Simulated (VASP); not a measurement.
# Si2W (I4/mmm) in VASP: a series of runs, part 2 of 2

VASP 6.6.1.

## Step 5: Relaxation of cell and atoms, BLYP+D4

INCAR

```
AGGAC = 1.0
AGGAX = 1.0
ALDAC = 0.0
ALDAX = 1.0
ALGO = Normal
EDIFF = 1E-6
EDIFFG = -0.01
ENCUT = 600
GGA = B5
IBRION = 2
ISIF = 3
ISMEAR = -1
IVDW = 13
LASPH = T
LCHARG = F
LREAL = F
LWAVE = F
NELM = 60
NSW = 60
PREC = Accurate
SIGMA = 0.05
VDW_A1 = 0.44488865
VDW_A2 = 4.0933009
VDW_S6 = 1.0
VDW_S8 = 2.34076671
```

KPOINTS

```
k-points
0
Gamma
  12 12 12
```

POSCAR

```
Si2W
1.0
   -1.6069000000      1.6069000000      3.9149500000
    1.6069000000     -1.6069000000      3.9149500000
    1.6069000000      1.6069000000     -3.9149500000
W Si
1 2
Direct
    0.0000000000      0.0000000000      0.0000000000
    0.6653000000      0.6653000000      0.0000000000
    0.3347000000      0.3347000000      0.0000000000
```

Potentials or basis: VASP PAW PBE potentials, release 64 (W_sv, Si).

On the command line:

```console
$ cat potpaw_PBE.64/W_sv/POTCAR potpaw_PBE.64/Si/POTCAR > POTCAR
$ mpirun -np 1 vasp_std > vasp.out
```

OUTCAR:

```text
EDIFF = 1E-6
   EDIFFG = -0.01
   ENCUT = 600
   GGA = B5
   IBRION = 2
   ISIF = 3
   ISMEAR = -1
   IVDW = 13
   LASPH = T
   LREAL = F
   NELM = 60
   NSW = 60
   PREC = Accurate

 ion  position               nearest neighbor table
   1  0.000  0.000  0.000-   2 2.62   2 2.62   2 2.62   3 2.62   2 2.62   3 2.62   3 2.62   3 2.62
                             2 2.62   3 2.62
   2  0.665  0.665  0.000-   3 2.59   1 2.62   1 2.62   1 2.62   1 2.62   1 2.62   3 2.63   3 2.63
                             3 2.63   3 2.63
   3  0.335  0.335  0.000-   2 2.59   1 2.62   1 2.62   1 2.62   1 2.62   1 2.62   2 2.63   2 2.63
                             2 2.63   2 2.63

  LATTYP: Found a body centered tetragonal cell.
 ALAT       =     3.2138000000
 C/A-ratio  =     2.4363370465

  Lattice vectors:

 A1 = (  -1.6069000000,   1.6069000000,   3.9149500000)
 A2 = (   1.6069000000,  -1.6069000000,   3.9149500000)
 A3 = (   1.6069000000,   1.6069000000,  -3.9149500000)

Analysis of symmetry for initial positions (statically):
=====================================================================
 Subroutine PRICEL returns:
 Original cell was already a primitive cell.

 Routine SETGRP: Setting up the symmetry group for a
 body centered tetragonal supercell.

 Subroutine GETGRP returns: Found 16 space group operations
 (whereof 16 operations were pure point group operations)
 out of a pool of 16 trial point group operations.

The static configuration has the point symmetry D_4h.

Analysis of symmetry for dynamics (positions and initial velocities):
=====================================================================
 Subroutine PRICEL returns:
 Original cell was already a primitive cell.

 Routine SETGRP: Setting up the symmetry group for a
 body centered tetragonal supercell.

 Subroutine GETGRP returns: Found 16 space group operations
 (whereof 16 operations were pure point group operations)
 out of a pool of 16 trial point group operations.

The dynamic configuration has the point symmetry D_4h.

 Subroutine INISYM returns: Found 16 space group operations
 (whereof 16 operations are pure point group operations),
 and found     1 'primitive' translations

----------------------------------------------------------------------------------------

                                     Primitive cell

  volume of cell :      40.4356

  direct lattice vectors                    reciprocal lattice vectors
    -1.606900000  1.606900000  3.914950000     0.000000000  0.311158131  0.127715552
     1.606900000 -1.606900000  3.914950000     0.311158131  0.000000000  0.127715552
     1.606900000  1.606900000 -3.914950000     0.311158131  0.311158131  0.000000000

  length of vectors
     4.526708376  4.526708376  4.526708376     0.336348992  0.336348992  0.440044048

  position of ions in fractional coordinates (direct lattice)
     0.000000000  0.000000000  0.000000000
     0.665300000  0.665300000  0.000000000
     0.334700000  0.334700000  0.000000000

  ion indices of the primitive-cell ions
   primitive index   ion index
                 1           1
                 2           2
                 3           3

----------------------------------------------------------------------------------------

 KPOINTS: k-points

Automatic generation of k-mesh.
 Grid dimensions read from file:
 generate k-points for:   12   12   12

 Generating k-lattice:

  Cartesian coordinates                     Fractional coordinates (reciprocal lattice)
     0.000000000  0.025929844  0.010642963     0.083333333  0.000000000  0.000000000
     0.025929844  0.000000000  0.010642963     0.000000000  0.083333333  0.000000000
     0.025929844  0.025929844  0.000000000     0.000000000  0.000000000  0.083333333

  Length of vectors
     0.028029083  0.028029083  0.036670337

  Shift w.r.t. Gamma in fractional coordinates (k-lattice)
     0.000000000  0.000000000  0.000000000

 Subroutine IBZKPT returns following result:
 ===========================================

 Found    163 irreducible k-points:

 Following reciprocal coordinates:
            Coordinates               Weight
  0.000000  0.000000  0.000000      1.000000
  0.083333  0.000000  0.000000      8.000000
  0.166667 -0.000000  0.000000      8.000000
  0.250000  0.000000  0.000000      8.000000
  0.333333  0.000000  0.000000      8.000000
  0.416667  0.000000  0.000000      8.000000
[... 16 lines left out ...]
  0.500000  0.166667 -0.000000     16.000000
 -0.416667  0.166667  0.000000     16.000000
 [... further k-points ...]
   k-points           NKPTS =    163   k-points in BZ     NKDIM =    163   number of bands    NBANDS=     15
   number of dos      NEDOS =    301   number of ions     NIONS =      3
   total plane-waves  NPLWV =  46656
   dimension x,y,z NGX =    36 NGY =   36 NGZ =   36
   dimension x,y,z NGXF=    72 NGYF=   72 NGZF=   72
   ions per type =               1   2
   NGX,Y,Z   is equivalent  to a cutoff of  13.22, 13.22, 13.22 a.u.
   NGXF,Y,Z  is equivalent  to a cutoff of  26.44, 26.44, 26.44 a.u.
 SYSTEM =  unknown system
   PREC   = accura    normal or accurate (medium, high low for compatibility)
   ISTART =      0    job   : 0-new  1-cont  2-samecut
   ICHARG =      2    charge: 1-file 2-atom 10-const
   ISPIN  =      1    spin polarized calculation?
   LNONCOLLINEAR =      F non collinear calculations
   LSORBIT =      F    spin-orbit coupling
   LASPH  =      T    aspherical Exc in radial PAW
   ENCUT  =  600.0 eV  44.10 Ry    6.64 a.u.   9.04  9.04  9.04*2*pi/ulx,y,z
   NELM   =     60;   NELMIN=  2; NELMDL= -5     # of ELM steps
   EDIFF  = 0.1E-05   stopping-criterion for ELM
   LREAL  =      F    real-space projection
   EDIFFG = -.1E-01   stopping-criterion for IOM
   NSW    =     60    number of steps for IOM
   IBRION =      2    ionic relax: 0-MD 1-quasi-New 2-CG
   NFREE  =      1    steps in history (QN), initial steepest desc. (CG)
   ISIF   =      3    stress and relaxation
   ISYM   =      2    0-nonsym 1-usesym 2-fastsym
   POTIM  = 0.5000    time-step for ionic-motion
   TEBEG  =    0.0;   TEEND  =   0.0 temperature during run
   PSTRESS=    0.0 pullay stress
   NELECT =      22.0000    total number of electrons
   NUPDOWN=      -1.0000    fix difference up-down
   EMIN   =  10.00;   EMAX   =-10.00  energy-range for DOS
   EFERMI =   0.00;   METHOD = LEGACY
   ISMEAR =    -1;   SIGMA  =   0.05  broadening in eV -4-tet -1-fermi 0-gaus
   EFERMI_NEDOS =   21; number of points for ismear=-14 and -15
   IALGO  =     38    algorithm
   IMIX   =      4    mixing-type and parameters
     AMIX     =   0.40;   BMIX     =  1.00
     AMIX_MAG =   1.60;   BMIX_MAG =  1.00
  volume/ion in A,a.u.               =      13.48        90.96
  Fermi-wavevector in a.u.,A,eV,Ry     =   1.336476  2.525573 24.302284  1.786167
  Thomas-Fermi vector in A             =   2.465099
   LORBIT       =      0    0 simple, 1 ext, 2 COOP (PROOUT), +10 PAW based schemes
   GGA     = B5    functional components
   LHFCALC =     F    Hartree Fock is set to
   AEXX    =    0.0000 exact exchange contribution
   IVDW    =    13    specifies the selected vdW correction
   LEPSILON=     F    determine dielectric tensor
   LRPA    =     F    only Hartree local field effects (RPA)
 conjugate gradient relaxation of ions
 non-spin polarized calculation
  energy-cutoff  :      600.00
  volume of cell :       40.44
 maximum number of plane-waves:      1372
   NGX = 19   NGY = 19   NGZ = 19

--------------------------------------- Ionic step        1  -------------------------------------------

 number of electron      21.9999999 magnetization

 Free energy of the ion-electron system (eV)
  ---------------------------------------------------
  ext. energy  EPLUGINS =         0.00000000
  ---------------------------------------------------
  free energy    TOTEN  =       -20.59547295 eV

  energy without entropy =      -20.59335800  energy(sigma->0) =      -20.59441547

------------------------ aborting loop because EDIFF is reached ----------------------------------------

  DFT-D4 for vdW energy calculation

  Edisp (eV):   -3.31065
[... 155 lines left out ...]
--------------------------------------- Ionic step        5  -------------------------------------------

 number of electron      21.9999999 magnetization

 Free energy of the ion-electron system (eV)
  ---------------------------------------------------
  ext. energy  EPLUGINS =         0.00000000
  ---------------------------------------------------
  free energy    TOTEN  =       -20.60686664 eV

  energy without entropy =      -20.60467918  energy(sigma->0) =      -20.60577291

 E-fermi :  12.3862     XC(G=0): -11.8655

 val. band max:       12.3216358888   @ k =  -0.3333  -0.4167   0.3333
 cond. band min:      12.4126170072   @ k =   0.2500   0.2500   0.2500
 fundamental gap:      0.0909811184
 Fermi energy:        12.3862133260

 k-point     1 :       0.0000    0.0000    0.0000
  band No.  band energies     occupation
      1     -61.0263      2.00000
      2     -25.5519      2.00000
      3     -25.5375      2.00000
      4     -25.5375      2.00000
      5      -1.5402      2.00000
      6       5.6830      2.00000
      7       8.6802      2.00000
      8       9.2006      2.00000
      9       9.5462      2.00000
     10       9.5462      2.00000
     11      12.9433      0.00003
     12      15.0409      0.00000
     13      15.4622      0.00000
     14      15.4622      0.00000
[... 401 lines left out ...]
      2     -25.7303      2.00000
      3     -25.5706      2.00000
      4     -25.5304      2.00000
      5       1.5056      2.00000
      6       4.1558      2.00000
      7       6.7461      2.00000
      8       7.9585      2.00000
      9       9.5669      2.00000
     10      10.0852      2.00000
     11      10.2356      2.00000
     12      14.4589      0.00000
     13      15.0124      0.00000
     14      15.8914      0.00000
     15      17.0897      0.00000

 [... further k-points ...]

------------------------ aborting loop because EDIFF is reached ----------------------------------------

  DFT-D4 for vdW energy calculation

  Edisp (eV):   -3.29973
[... 26 lines left out ...]
  FREE ENERGIE OF THE ION-ELECTRON SYSTEM (eV)
  ---------------------------------------------------
  free  energy   TOTEN  =       -23.9065956075 eV

  energy  without entropy=      -23.9044081536  energy(sigma->0) =      -23.90550188

 reached required accuracy - stopping structural energy minimisation
```

OSZICAR:

```text
N       E                     dE             d eps       ncg     rms          rms(c)
DAV:   1     0.141003764009E+03    0.14100E+03   -0.12147E+04  4890   0.164E+03
DAV:   2    -0.166546035472E+02   -0.15766E+03   -0.15564E+03  5555   0.383E+02
DAV:   3    -0.213411455320E+02   -0.46865E+01   -0.46113E+01  6577   0.555E+01
DAV:   4    -0.213801702665E+02   -0.39025E-01   -0.38958E-01  5541   0.576E+00
[... 34 lines left out ...]
DAV:   1    -0.206069009123E+02   -0.68760E-03   -0.10713E-03  5660   0.343E-01    0.459E-02
DAV:   2    -0.206068733886E+02    0.27524E-04   -0.10865E-04  5829   0.851E-02    0.152E-02
DAV:   3    -0.206068681144E+02    0.52742E-05   -0.96071E-06  6059   0.228E-02    0.699E-03
DAV:   4    -0.206068667039E+02    0.14105E-05   -0.27771E-06  4087   0.143E-02    0.163E-03
DAV:   5    -0.206068666356E+02    0.68247E-07   -0.28494E-07  2564   0.512E-03
   5 F= -.23906596E+02 E0= -.23905502E+02  d E =-.338785E-04
```

Run time: 2.8 min. Hardware: 1 thread of Intel Xeon 6975P-C (Granite Rapids), shared host; peak memory 0.29 GiB.

What came out:

| Item | Value |
| --- | --- |
| Free energy | -23.9066 eV |
| Relaxed volume | 13.52 Å³/atom |
| Relaxed cell | a = 4.527 Å, b = 4.527 Å, c = 4.527 Å, α = 138.34°, β = 138.34°, γ = 60.39° |
| Space group after relaxing (to 0.1 Å) | I4/mmm (No. 139) |
| Energy gained by relaxing | 0.2 meV/atom |
| Ionic steps | 5 |
| Pressure after relaxing | 0.0 GPa |
| Largest force after relaxing | 0.007 eV/Å |
| Band gap on the k mesh | zero (bands 11 and 12 overlap by 1.26 eV) |
| Dispersion energy per atom | -1.100 eV |

Forces in eV/Å, atoms in the order of the input:
```
W    0.000  0.000  0.000
Si   0.000  0.000 -0.007
Si   0.000  0.000  0.007
```

The path:
```
step  energy change (eV)  largest force (eV/Å)  pressure (GPa)  volume (Å³)
   1              0.0000                0.0104            0.68        40.44
   2              0.0002                0.0257           -1.01        40.77
   3             -0.0004                0.0173           -0.10        40.59
   4             -0.0005                0.0016            0.08        40.57
   5             -0.0005                0.0073            0.02        40.57
```

Final structure:
```
W Si
1.0
    -1.61002    1.61002    3.91311
     1.61002   -1.61002    3.91311
     1.61002    1.61002   -3.91311
W Si
1 2
Direct
  0.00000 0.00000 0.00000
  0.66521 0.66521 0.00000
  0.33479 0.33479 0.00000
```

Levels at points of the mesh, in eV from the Fermi level:
```
           k point  band 8  band 9  band 10  band 11  band 12  band 13  band 14  band 15
(0.00, 0.00, 0.00)   -3.19   -2.84    -2.84     0.56     2.65     3.08     3.08     3.38
(0.50, 0.00, 0.00)   -4.69   -2.80    -2.70    -0.43     2.64     2.76     3.99     4.34
(0.50, 0.50, 0.00)   -5.55   -4.94    -3.18    -1.56     2.79     2.89     3.08     3.97
(0.50, 0.50, 0.50)   -2.51   -0.83    -0.83    -0.52    -0.52     0.73     4.47     4.69
```

Caveat: the PAW data sets were made with another functional, which shifts forces and pressure a little; spin-orbit coupling is left out, which moves the levels of the heavy elements.

## Step 6: Single point, PBEsol (12.94 Å³/atom)

This run uses another cell than the first one, of 12.94 Å³/atom.

INCAR

```
PREC = Accurate
ENCUT = 520
EDIFF = 1E-7
ISMEAR = -1
SIGMA = 0.05
LREAL = F
LASPH = T
NELM = 100
ALGO = Normal
ISIF = 2
LWAVE = F
LCHARG = T
GGA = PS
LELF = T
LVHAR = T
NBANDS = 18
```

KPOINTS

```
Automatic mesh
0
Gamma
  12 12 12
```

POSCAR

```
Si2W
1.0
   -1.5851824729      1.5851824729      3.8620387842
    1.5851824729     -1.5851824729      3.8620387842
    1.5851824729      1.5851824729     -3.8620387842
W Si
1 2
Direct
    0.0000000000      0.0000000000      0.0000000000
    0.6653000000      0.6653000000      0.0000000000
    0.3347000000      0.3347000000      0.0000000000
```

Potentials or basis: VASP PAW PBE potentials, release 64 (W_sv, Si).

On the command line:

```console
$ cat potpaw_PBE.64/W_sv/POTCAR potpaw_PBE.64/Si/POTCAR > POTCAR
$ mpirun -np 1 vasp_std > vasp.out
```

Run time: 5.2 min. Hardware: 1 thread of AMD EPYC 7R43 (Zen 3), shared host; peak memory 0.24 GiB.

The run converged. Its results:

```yaml
Free_energy: -26.6056 eV
Pressure: 8.6 GPa
Largest_force: 0.141 eV/Å
Band_gap_on_the_k_mesh: zero (bands 11 and 12 overlap by 1.37 eV)
```

Forces on the atoms (eV/Å):
```
W    0.000  0.000  0.000
Si   0.000  0.000  0.141
Si   0.000  0.000 -0.141
```

Stress tensor (GPa, compression positive):
```
7.92 0.00 0.00
0.00 7.92 0.00
0.00 0.00 9.89
```

Levels at points of the mesh, in eV from the Fermi level:
| k point | band 8 | band 9 | band 10 | band 11 | band 12 | band 13 | band 14 | band 15 |
| --- | --- | --- | --- | --- | --- | --- | --- | --- |
| (0.00, 0.00, 0.00) | -3.59 | -2.98 | -2.98 | 0.61 | 2.74 | 3.01 | 3.18 | 3.18 |
| (0.50, 0.00, 0.00) | -4.99 | -2.95 | -2.94 | -0.51 | 2.84 | 2.86 | 4.03 | 4.74 |
| (0.50, 0.50, 0.00) | -5.47 | -5.20 | -3.45 | -1.78 | 2.97 | 3.12 | 3.30 | 4.04 |
| (0.50, 0.50, 0.50) | -2.73 | -0.84 | -0.84 | -0.55 | -0.55 | 0.81 | 4.68 | 5.37 |

Caveat: the cell stands under pressure; the PAW data sets were made with another functional, which shifts forces and pressure a little; spin-orbit coupling is left out, which moves the levels of the heavy elements.

## Step 7: Overview

| task | level | U | cell | cutoff (eV) | gap on the mesh (eV) | pressure (GPa) | relaxed volume (Å³/atom) | largest force (eV/Å) |
| --- | --- | --- | --- | --- | --- | --- | --- | --- |
| single point | PBE+U | W d U = 4.0 eV | a = 4.527 Å, angles 138.4, 138.4, 60.3°, 3 atoms | 520 | none | 7.2 | - | 0.04 |
| single point | PBE+U | W d U = 5.0 eV | a = 4.527 Å, angles 138.4, 138.4, 60.3°, 3 atoms | 520 | none | 8.2 | - | 0.01 |
| relaxation of cell and atoms | BLYP+D3(BJ) | - | relaxed from a = 4.527 Å, angles 138.4, 138.4, 60.3°, 3 atoms | 600 | none | 0.0 | 13.30 | - |
| relaxation of cell and atoms | BLYP+D4 | - | relaxed from a = 4.527 Å, angles 138.4, 138.4, 60.3°, 3 atoms | 600 | none | 0.0 | 13.52 | 0.01 |
| single point | PBEsol | - | a = 4.466 Å, angles 138.4, 138.4, 60.3°, 3 atoms | 520 | none | 8.6 | - | 0.14 |

Alike in all rows: potentials or basis VASP PAW PBE potentials, release 64 (W_sv, Si); no spin polarisation; k mesh 12 × 12 × 12; smearing fermi-dirac 0.05 eV.

Caveats: spin-orbit coupling is left out, which moves the levels of the heavy elements; the cell stands under pressure (at least some runs); the PAW data sets were made with another functional, which shifts forces and pressure a little (at least some runs); U without spin polarisation on a metal has little footing (at least some runs); the U is typed as a test and isn't derived for this compound (at least some runs).

Absolute energies hang on the potentials; compare differences alone.
